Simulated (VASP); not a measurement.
# SnTe (I4/mmm) in VASP: a series of runs, part 2 of 3

VASP 6.6.1.

## (3) Single point, PBE

This run uses another cell than the first one, of the same volume but with other edges.

The input, INCAR:

```
SYSTEM = SnTe
PREC = Accurate
ENCUT = 500
EDIFF = 1E-6
ISMEAR = 0
SIGMA = 0.05
LREAL = .False.
LASPH = .True.
NELM = 120
ALGO = Normal
ISIF = 2
LWAVE = .False.
LCHARG = .False.
GGA = PE
NBANDS = 17
GGA_COMPAT = .False.
```

The input, KPOINTS:

```
Automatic mesh
0
Gamma
  5 5 5
  0 0 0
```

The input, POSCAR:

```
SnTe
1.0
    0.0000000000      3.0720787500      3.3145036160
    3.0720787500      0.0000000000      3.3145036160
    3.0720787500      3.0720787500      0.0000000000
Sn Te
1 1
Direct
    0.0000000000      0.0000000000      0.0000000000
    0.5000000000      0.5000000000      0.5000000000
```

Potentials or basis: VASP PAW PBE potentials, release 64 (Sn_d, Te).

Started as:

```sh
> cat potpaw_PBE.64/Sn_d/POTCAR potpaw_PBE.64/Te/POTCAR > POTCAR
> mpirun -np 1 vasp_std > vasp.out
```

OUTCAR:

```text
SYSTEM = SnTe
   PREC = Accurate
   ENCUT = 500
   EDIFF = 1E-6
   ISMEAR = 0
   LREAL = .False.
   LASPH = .True.
   NELM = 120
   ISIF = 2
   GGA = PE

 ion  position               nearest neighbor table
   1  0.000  0.000  0.000-   2 3.07   2 3.07   2 3.07   2 3.07   2 3.31   2 3.31
   2  0.500  0.500  0.500-   1 3.07   1 3.07   1 3.07   1 3.07   1 3.31   1 3.31

  LATTYP: Found a body centered tetragonal cell.
 ALAT       =     4.3445754329
 C/A-ratio  =     1.5258124377

  Lattice vectors:

 A1 = (  -3.0720787500,   0.0000000000,   3.3145036160)
 A2 = (   3.0720787500,   0.0000000000,   3.3145036160)
 A3 = (   0.0000000000,   3.0720787500,  -3.3145036160)

Analysis of symmetry for initial positions (statically):
=====================================================================
 Subroutine PRICEL returns:
 Original cell was already a primitive cell.

 Routine SETGRP: Setting up the symmetry group for a
 body centered tetragonal supercell.

 Subroutine GETGRP returns: Found 16 space group operations
 (whereof 16 operations were pure point group operations)
 out of a pool of 16 trial point group operations.

The static configuration has the point symmetry D_4h.

Analysis of symmetry for dynamics (positions and initial velocities):
=====================================================================
 Subroutine PRICEL returns:
 Original cell was already a primitive cell.

 Routine SETGRP: Setting up the symmetry group for a
 body centered tetragonal supercell.

 Subroutine GETGRP returns: Found 16 space group operations
 (whereof 16 operations were pure point group operations)
 out of a pool of 16 trial point group operations.

The dynamic configuration has the point symmetry D_4h.

 Subroutine INISYM returns: Found 16 space group operations
 (whereof 16 operations are pure point group operations),
 and found     1 'primitive' translations

----------------------------------------------------------------------------------------

                                     Primitive cell

  volume of cell :      62.5624

  direct lattice vectors                    reciprocal lattice vectors
     0.000000000  3.072078750  3.314503616    -0.162756244  0.162756244  0.150852151
     3.072078750  0.000000000  3.314503616     0.162756244 -0.162756244  0.150852151
     3.072078750  3.072078750  0.000000000     0.162756244  0.162756244 -0.150852151

  length of vectors
     4.519247954  4.519247954  4.344575433     0.275200948  0.275200948  0.275200948

  position of ions in fractional coordinates (direct lattice)
     0.000000000  0.000000000  0.000000000
     0.500000000  0.500000000  0.500000000

  ion indices of the primitive-cell ions
   primitive index   ion index
                 1           1
                 2           2

----------------------------------------------------------------------------------------

 KPOINTS: Automatic mesh

Automatic generation of k-mesh.
 Grid dimensions read from file:
 generate k-points for:    5    5    5

 Generating k-lattice:

  Cartesian coordinates                     Fractional coordinates (reciprocal lattice)
    -0.032551249  0.032551249  0.030170430     0.200000000  0.000000000  0.000000000
     0.032551249 -0.032551249  0.030170430     0.000000000  0.200000000  0.000000000
     0.032551249  0.032551249 -0.030170430     0.000000000  0.000000000  0.200000000

  Length of vectors
     0.055040190  0.055040190  0.055040190

  Shift w.r.t. Gamma in fractional coordinates (k-lattice)
     0.000000000  0.000000000  0.000000000

 Subroutine IBZKPT returns following result:
 ===========================================

 Found     18 irreducible k-points:

 Following reciprocal coordinates:
            Coordinates               Weight
  0.000000  0.000000  0.000000      1.000000
  0.200000 -0.000000  0.000000      8.000000
  0.400000  0.000000  0.000000      8.000000
  0.200000  0.200000  0.000000      2.000000
  0.400000  0.200000  0.000000      8.000000
 -0.400000  0.200000  0.000000      8.000000
[... 10 lines left out ...]
 -0.400000 -0.000000  0.400000      8.000000
 -0.400000  0.200000  0.400000      8.000000
   k-points           NKPTS =     18   k-points in BZ     NKDIM =     18   number of bands    NBANDS=     17
   number of dos      NEDOS =    301   number of ions     NIONS =      2
   total plane-waves  NPLWV =  41472
   dimension x,y,z NGX =    36 NGY =   36 NGZ =   32
   dimension x,y,z NGXF=    72 NGYF=   72 NGZF=   64
   ions per type =               1   1
   NGX,Y,Z   is equivalent  to a cutoff of  13.24, 13.24, 12.24 a.u.
   NGXF,Y,Z  is equivalent  to a cutoff of  26.49, 26.49, 24.49 a.u.
 SYSTEM =  SnTe
   PREC   = accura    normal or accurate (medium, high low for compatibility)
   ISTART =      0    job   : 0-new  1-cont  2-samecut
   ICHARG =      2    charge: 1-file 2-atom 10-const
   ISPIN  =      1    spin polarized calculation?
   LNONCOLLINEAR =      F non collinear calculations
   LSORBIT =      F    spin-orbit coupling
   LASPH  =      T    aspherical Exc in radial PAW
   ENCUT  =  500.0 eV  36.75 Ry    6.06 a.u.   8.24  8.24  7.92*2*pi/ulx,y,z
   NELM   =    120;   NELMIN=  2; NELMDL= -5     # of ELM steps
   EDIFF  = 0.1E-05   stopping-criterion for ELM
   LREAL  =      F    real-space projection
   EDIFFG = 0.1E-04   stopping-criterion for IOM
   NSW    =      0    number of steps for IOM
   IBRION =     -1    ionic relax: 0-MD 1-quasi-New 2-CG
   NFREE  =      0    steps in history (QN), initial steepest desc. (CG)
   ISIF   =      2    stress and relaxation
   ISYM   =      2    0-nonsym 1-usesym 2-fastsym
   POTIM  = 0.5000    time-step for ionic-motion
   TEBEG  =    0.0;   TEEND  =   0.0 temperature during run
   PSTRESS=    0.0 pullay stress
   NELECT =      20.0000    total number of electrons
   NUPDOWN=      -1.0000    fix difference up-down
   EMIN   =  10.00;   EMAX   =-10.00  energy-range for DOS
   EFERMI =   0.00;   METHOD = LEGACY
   ISMEAR =     0;   SIGMA  =   0.05  broadening in eV -4-tet -1-fermi 0-gaus
   EFERMI_NEDOS =   21; number of points for ismear=-14 and -15
   IALGO  =     38    algorithm
   IMIX   =      4    mixing-type and parameters
     AMIX     =   0.40;   BMIX     =  1.00
     AMIX_MAG =   1.60;   BMIX_MAG =  1.00
  volume/ion in A,a.u.               =      31.28       211.10
  Fermi-wavevector in a.u.,A,eV,Ry     =   1.119387  2.115336 17.048485  1.253028
  Thomas-Fermi vector in A             =   2.256026
   LORBIT       =      0    0 simple, 1 ext, 2 COOP (PROOUT), +10 PAW based schemes
   GGA     = PE    functional components
   LHFCALC =     F    Hartree Fock is set to
   AEXX    =    0.0000 exact exchange contribution
   IVDW    =     0    specifies the selected vdW correction
   LEPSILON=     F    determine dielectric tensor
   LRPA    =     F    only Hartree local field effects (RPA)
 non-spin polarized calculation
 Gauss-broadening in eV      SIGMA  =   0.05
  energy-cutoff  :      500.00
  volume of cell :       62.56
 maximum number of plane-waves:      1605
 NGX is ok and might be reduce to    36

 number of electron      20.0000000 magnetization

 Free energy of the ion-electron system (eV)
  ---------------------------------------------------
  ext. energy  EPLUGINS =         0.00000000
  ---------------------------------------------------
  free energy    TOTEN  =        -7.45213019 eV

  energy without entropy =       -7.45152815  energy(sigma->0) =       -7.45182917

 E-fermi :   7.0374     XC(G=0):  -9.4935

 val. band max:        6.9833151689   @ k =  -0.2000   0.2000   0.0000
 cond. band min:       7.1030449775   @ k =   0.4000   0.0000   0.0000
 fundamental gap:      0.1197298086
 Fermi energy:         7.0373585952

 k-point     1 :       0.0000    0.0000    0.0000
  band No.  band energies     occupation
      1     -14.9766      2.00000
      2     -14.9621      2.00000
      3     -14.9621      2.00000
      4     -14.9539      2.00000
      5     -14.9460      2.00000
      6      -5.8864      2.00000
[... 9 lines left out ...]
     16      11.9155      0.00000
     17      12.8479      0.00000
[... 321 lines left out ...]
 k-point    18 :      -0.4000    0.2000    0.4000
  band No.  band energies     occupation
      1     -14.9738      2.00000
      2     -14.9697      2.00000
      3     -14.9620      2.00000
      4     -14.9583      2.00000
      5     -14.9317      2.00000
      6      -4.2599      2.00000
[... 9 lines left out ...]
     16      16.8965      0.00000
     17      17.2289      0.00000

------------------------ aborting loop because EDIFF is reached ----------------------------------------

  FORCE on cell =-STRESS in cart. coord.  units (eV):
  Direction    XX          YY          ZZ          XY          YZ          ZX
  --------------------------------------------------------------------------------------
  -------------------------------------------------------------------------------------
  Total        2.3151862      2.3151862     -1.1968129      0.0000000     -0.0000000     -0.0000000
  in kB       59.2902551     59.2902551    -30.6495182      0.0000000     -0.0000000     -0.0000000
  external PRESSURE =      29.3103307 kB  Pullay stress =       0.0000000 kB

 VOLUME and BASIS-vectors are now :
 -----------------------------------------------------------------------------
  energy-cutoff  :      500.00
  volume of cell :       62.56
      direct lattice vectors                 reciprocal lattice vectors
     0.000000000  3.072078750  3.314503616    -0.162756244  0.162756244  0.150852151
     3.072078750  0.000000000  3.314503616     0.162756244 -0.162756244  0.150852151
     3.072078750  3.072078750  0.000000000     0.162756244  0.162756244 -0.150852151

 POSITION                                       TOTAL-FORCE (eV/Angst)
 -----------------------------------------------------------------------------------
      0.00000      0.00000      0.00000        -0.000000     -0.000000      0.000000
      3.07208      3.07208      3.31450         0.000000      0.000000     -0.000000
 -----------------------------------------------------------------------------------
    total drift:                               -0.000000      0.000000      0.000000

  FREE ENERGIE OF THE ION-ELECTRON SYSTEM (eV)
  ---------------------------------------------------
  free  energy   TOTEN  =        -7.4521301936 eV

  energy  without entropy=       -7.4515281494  energy(sigma->0) =       -7.45182917
```

stdout:

```text
POSCAR found type information on POSCAR SnTe
 POSCAR found :  2 types and       2 ions
 scaLAPACK will be used
 LDA part: xc-table for (Slater+PW92), standard interpolation
 POSCAR, INCAR and KPOINTS ok, starting setup
 FFT: planning ... GRIDC
 FFT: planning ... GRID_SOFT
 FFT: planning ... GRID
 WAVECAR not read
 entering main loop
```

Wall time 38 s (1 thread of AMD EPYC 7R43 (Zen 3), shared host); peak memory 0.16 GiB.

Results:

* Free energy: -7.4521 eV
* Pressure: 2.9 GPa
* Band gap on the k mesh: 0.12 eV (least direct gap 0.46 eV)

Levels at points of the mesh, in eV from the valence-band top:
```csv
k point,band 6,band 7,band 8,band 9,band 10,band 11,band 12,band 13,band 14,band 15
"(0.00, 0.00, 0.00)",-12.87,-4.67,-2.45,-2.45,-1.68,2.22,3.94,3.94,4.38,4.93
```

Caveat: spin-orbit coupling is left out, which moves the levels of the heavy elements; an odd mesh through Γ misses points on the zone boundary, where band edges can lie.

(Continued in part 3 of 3.)
